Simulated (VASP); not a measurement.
Input of a VASP 6.6.1 run:

File INCAR:

```
SYSTEM = SiNi2
PREC = Accurate ; ENCUT = 520
EDIFF = 1E-7 ; ISMEAR = -1
SIGMA = 0.05 ; LREAL = .FALSE.
LASPH = .TRUE. ; NELM = 150
ALGO = Normal ; ISIF = 2
LWAVE = .FALSE. ; LCHARG = .TRUE.
ISPIN = 2 ; MAGMOM = 1 1 1 1 1 1 1 1 0 0 0 0
LORBIT = 11 ; LMAXMIX = 4
GGA = PS ; IVDW = 13
LVHAR = .TRUE. ; NBANDS = 64
KPAR = 4
```

Contents of KPOINTS:

```
regular mesh
0
G
  6 7 4
  0 0 0
```

POSCAR

```
SiNi2
1.0
    4.8668673397      0.0000000000      0.0000000000
    0.0000000000      3.6861485412      0.0000000000
    0.0000000000      0.0000000000      6.9701086372
Ni Si
8 4
Direct
    0.3278943088      0.7500000000      0.9395820133
    0.6721056912      0.2500000000      0.0604179867
    0.1721056912      0.2500000000      0.4395820133
    0.8278943088      0.7500000000      0.5604179867
    0.4568537394      0.7500000000      0.2909640844
    0.5431462606      0.2500000000      0.7090359156
    0.0431462606      0.2500000000      0.7909640844
    0.9568537394      0.7500000000      0.2090359156
    0.7942488389      0.7500000000      0.8874114514
    0.2057511611      0.2500000000      0.1125885486
    0.7057511611      0.2500000000      0.3874114514
    0.2942488389      0.7500000000      0.6125885486
```

Potentials or basis: VASP PAW PBE potentials, release 64 (Ni, Si).

Run with:

```console
$ cat potpaw_PBE.64/Ni/POTCAR potpaw_PBE.64/Si/POTCAR > POTCAR
$ mpirun -np 4 vasp_std > vasp.out
```

Question: Predict the largest force.

Answer: 0.019 eV/Å.

Question: Estimate the net moment.

Answer: 0.00 μB per cell.

Question: What does it give for the pressure?

Answer: 0.3 GPa.

Forces in eV/Å, atoms in the order of the input:
```
Ni  -0.003  0.000  0.000
Ni   0.003  0.000  0.000
Ni   0.003  0.000  0.000
Ni  -0.003  0.000  0.000
Ni  -0.012  0.000 -0.014
Ni   0.012  0.000  0.014
Ni   0.012  0.000 -0.014
Ni  -0.012  0.000  0.014
Si  -0.008  0.000 -0.002
Si   0.008  0.000  0.002
Si   0.008  0.000 -0.002
Si  -0.008  0.000  0.002
```

Caveat: the moments typed at the start vanished in this run; the PAW data sets were made with another functional, which shifts forces and pressure a little.
